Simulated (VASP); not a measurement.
Input of a VASP 6.6.1 run:

The input POSCAR:

```
CdI2
1.0
    4.2470087284      0.0000000000      0.0000000000
   -2.1235043642      3.6780174489      0.0000000000
    0.0000000000      0.0000000000      6.8950251473
Cd I
1 2
Direct
    0.0000000000      0.0000000000      0.0000000000
    0.3333333333      0.6666666667      0.2493934756
    0.6666666667      0.3333333333      0.7506065244
```

File INCAR.step1:

```
SYSTEM = CdI2
PREC = Accurate
ENCUT = 400
EDIFF = 1E-5
ISMEAR = 0
SIGMA = 0.01
LREAL = .False.
LASPH = .True.
NELM = 120
ALGO = Normal
ISIF = 2
LWAVE = .True.
NBANDS = 20
GGA = PE
GGA_COMPAT = .False.
```

File INCAR.step2:

```
SYSTEM = CdI2
PREC = Accurate
ENCUT = 400
EDIFF = 1E-6
ISMEAR = 0
SIGMA = 0.01
LREAL = .False.
LASPH = .True.
NELM = 120
ALGO = Normal
ISIF = 2
LWAVE = .False.
LCHARG = .True.
GGA = PE
LHFCALC = .True.
HFSCREEN = 0.2079
PRECFOCK = Normal
LELF = .True.
LVHAR = .True.
NBANDS = 20
ISTART = 1
GGA_COMPAT = .False.
```

The input KPOINTS:

```
Automatic mesh
0
Gamma
  6 6 2
  0 0 0
```

Potentials or basis: VASP PAW PBE potentials, release 64 (Cd, I).

Command:

```sh
$ cat potpaw_PBE.64/Cd/POTCAR potpaw_PBE.64/I/POTCAR > POTCAR
$ cp INCAR.step1 INCAR
$ mpirun -np 1 vasp_std > vasp.out
$ cp INCAR.step2 INCAR
$ mpirun -np 1 vasp_std > vasp.out
```

Q: Predict the pressure.

A: 0.6 GPa.

Q: Predict the largest force.

A: 0.063 eV/Å.

Q: Predict the band gap on the k mesh.

A: 3.34 eV (least direct gap 3.62 eV).

Stress tensor (GPa, compression positive):
```
0.66 0.00 0.00
0.00 0.66 0.00
0.00 0.00 0.52
```

Caveat: the k points lie up to 0.46 Å⁻¹ apart; the PAW data sets were made with another functional, which shifts forces and pressure a little; spin-orbit coupling is left out, which moves the levels of the heavy elements; this functional lacks dispersion, which binds layers or chains, so the pressure and a relaxed spacing across them are unreliable. A k mesh can miss the band edges.
